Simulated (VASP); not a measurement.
**Te: single point with r2SCAN**

Te:

```
Te
1.0
     4.63249    0.00000    0.00000
    -2.31624    4.01185    0.00000
     0.00000    0.00000    5.88690
Te
3
Cartesian
  1.1747 0.0000 1.9623
  4.0451 1.0174 3.9246
  1.7289 2.9945 0.0000
```

- Program: VASP 6.6.1
- Task: single point
- Functional: r2SCAN
- Potentials or basis: VASP PAW PBE potentials, release 64 (Te)
- Cutoff: 550 eV
- k mesh: 4 × 4 × 3
- Occupations: fermi-dirac, width 0.1 eV
- Spin: no spin polarisation
- Dipole correction: no
- Further INCAR settings: ALGO = Normal; EDIFF = 1e-06; NBANDS = 16

```yaml
Pressure: 0.1 GPa
Largest_force: 0.013 eV/Å
Band_gap_on_the_k_mesh: 1.15 eV (least direct gap 1.41 eV)
```

Forces in eV/Å, atoms in the order of the input:
```
Te   0.013  0.000  0.000
Te  -0.007  0.011  0.000
Te  -0.007 -0.011  0.000
```

Stress tensor (GPa, compression positive):
```
0.15 0.00 0.00
0.00 0.15 0.00
0.00 0.00 0.01
```

Levels at points of the mesh, in eV from the valence-band top:
```csv
k point,band 5,band 6,band 7,band 8,band 9,band 10,band 11,band 12,band 13,band 14
"(0.00, 0.00, 0.00)",-2.72,-2.72,-1.40,-1.40,-0.38,1.53,1.53,2.03,5.72,5.72
"(0.50, 0.00, 0.00)",-4.05,-3.12,-2.84,-0.97,-0.64,1.57,1.73,4.04,4.13,7.66
```

Wall time 39 s on 1 thread of Intel(R) Xeon(R) 6975P-C (Granite Rapids) (shared host), peak memory 0.25 GiB.

Caveat: the PAW data sets were made with another functional, which shifts forces and pressure a little; spin-orbit coupling is left out, which moves the levels of the heavy elements; an odd mesh through Γ misses points on the zone boundary, where band edges can lie.
